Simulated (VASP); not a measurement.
Wanted: the native input for a VASP 6.6.1 run.

| Quantity | Value |
| --- | --- |
| Task | single point |
| Functional | PBEsol |
| Potentials or basis | VASP PAW PBE potentials, release 64 (Ta_pv, N) |
| Cutoff | 520 eV |
| k mesh | 5 × 5 × 8 |
| Occupations | fermi-dirac, width 0.05 eV |
| Spin | no spin polarisation |
| Dipole correction | no |
| Further INCAR settings | ALGO = Normal; EDIFF = 1e-06; NBANDS = 33 |

The structure of TaN lies in POSCAR:

```
TaN
1.0
    5.1444414382      0.0000000000      0.0000000000
   -2.5722207191      4.4552171015      0.0000000000
    0.0000000000      0.0000000000      2.8819178775
Ta N
3 3
Direct
    0.0000000000      0.0000000000      0.0000000000
    0.3333333333      0.6666666667      0.5000000000
    0.6666666667      0.3333333333      0.5000000000
    0.5000000000      0.0000000000      0.0000000000
    0.5000000000      0.5000000000      0.0000000000
    0.0000000000      0.5000000000      0.0000000000
```

The input as run:

INCAR

```
SYSTEM = TaN
ALGO     = Normal         ! electronic algorithm
EDIFF    = 1E-6           ! SCF threshold, eV
ENCUT    = 520            ! plane-wave cutoff, eV
GGA      = PS             ! functional
ISIF     = 2              ! what is computed and relaxed
ISMEAR   = -1             ! smearing method
LASPH    = .TRUE.         ! aspherical terms in the spheres
LCHARG   = .FALSE.        ! write CHGCAR
LREAL    = .FALSE.        ! projectors in reciprocal space
LWAVE    = .FALSE.        ! write WAVECAR
NBANDS   = 33             ! bands
NELM     = 80             ! most SCF steps
PREC     = Accurate       ! precision mode
SIGMA    = 0.05           ! smearing width, eV
```

KPOINTS

```
k-points
0
G
  5 5 8
  0 0 0
```

Potentials or basis: VASP PAW PBE potentials, release 64 (Ta_pv, N).

Run with:

```console
$ cat potpaw_PBE.64/Ta_pv/POTCAR potpaw_PBE.64/N/POTCAR > POTCAR
$ mpirun -np 1 vasp_std > vasp.out
```

Results of the run:

- Pressure: 11.3 GPa
- Band gap on the k mesh: zero (band 24 reaches 9.24 eV, above the bottom of band 25 at 6.99 eV)

Caveat: the PAW data sets were made with another functional, which shifts forces and pressure a little; spin-orbit coupling is left out, which moves the levels of the heavy elements.

It took 66 s on 1 thread of Intel(R) Xeon(R) Platinum 8488C (Sapphire Rapids) (shared host), peak memory 0.21 GiB.
